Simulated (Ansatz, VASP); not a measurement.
**AlN: VASP beside Ansatz**

The input POSCAR:

```
AlN
1.0
    3.1998979654      0.0000000000      0.0000000000
   -1.5999489827      2.7711929276      0.0000000000
    0.0000000000      0.0000000000      5.1279311466
Al N
2 2
Direct
    0.6666666667      0.3333333333      0.4993449447
    0.3333333333      0.6666666667      0.9993449447
    0.6666666667      0.3333333333      0.8806550553
    0.3333333333      0.6666666667      0.3806550553
```

INCAR.step1

```
SYSTEM = AlN
ALGO = Normal
EDIFF = 1E-4
ENCUT = 520
GGA = PE
ISMEAR = 0
LASPH = .True.
LCHARG = .False.
LREAL = .False.
LWAVE = .True.
NELM = 100
PREC = Accurate
SIGMA = 0.02
```

File INCAR.step2:

```
SYSTEM = AlN
ALGO = Normal
EDIFF = 1E-6
EDIFFG = -0.008
ENCUT = 520
IBRION = 2
ISIF = 2
ISMEAR = 0
ISTART = 1
LASPH = .True.
LCHARG = .False.
LMIXTAU = .True.
LREAL = .False.
LWAVE = .False.
METAGGA = R2SCAN
NELM = 100
NSW = 60
PREC = Accurate
SIGMA = 0.02
```

File KPOINTS:

```
k-points
0
Gamma
  12 12 6
  0 0 0
```

Input for Ansatz:

```yaml
crystal:
  lattice:
    - [3.1998979654, 0.0, 0.0]
    - [-1.5999489827, 2.7711929276, 0.0]
    - [0.0, 0.0, 5.1279311466]
  atoms:
    - { symbol: Al, position: [0.6666666667, 0.3333333333, 0.4993449447] }
    - { symbol: Al, position: [0.3333333333, 0.6666666667, 0.9993449447] }
    - { symbol: "N", position: [0.6666666667, 0.3333333333, 0.8806550553] }
    - { symbol: "N", position: [0.3333333333, 0.6666666667, 0.3806550553] }
basis:
  ecutwfc: 500
kpoints:
  mp_grid: { grid: [12, 12, 6] }
hamiltonian:
  xc: r2scan
scf:
  occupations: { method: gaussian, width: 0.02 }
output:
  forces: true
  stress: true
  eigenvalues: true
relax:
  adjacent_minimum: "off"
  f_tol: 0.008
  max_steps: 40
```

Change from the starting cell: equal strain along all axes, cell held, atoms relaxed: +3.0 %.

Alike in both runs: task relaxation of the atoms; functional r2SCAN; k mesh 12 × 12 × 6; occupations gaussian, width 0.02 eV; no spin polarisation.

|  | VASP | Ansatz |
| --- | --- | --- |
| version | VASP 6.6.1 | Ansatz 0.2.0 |
| potentials or method | VASP PAW PBE potentials, release 64 (Al, N), cutoff 520 eV | scalar-relativistic, plane waves, PAW |
| valence electrons in the cell | 16 | 16 |

|  | VASP | Ansatz | Ansatz less VASP |
| --- | --- | --- | --- |
| gap on the k mesh at the Fermi level, each at its own relaxed structure (eV) | 4.13 | 4.09 | -0.034 |

VASP's potentials were made for PBE, not for r2SCAN. Ansatz's warnings: stress scf threshold loose.
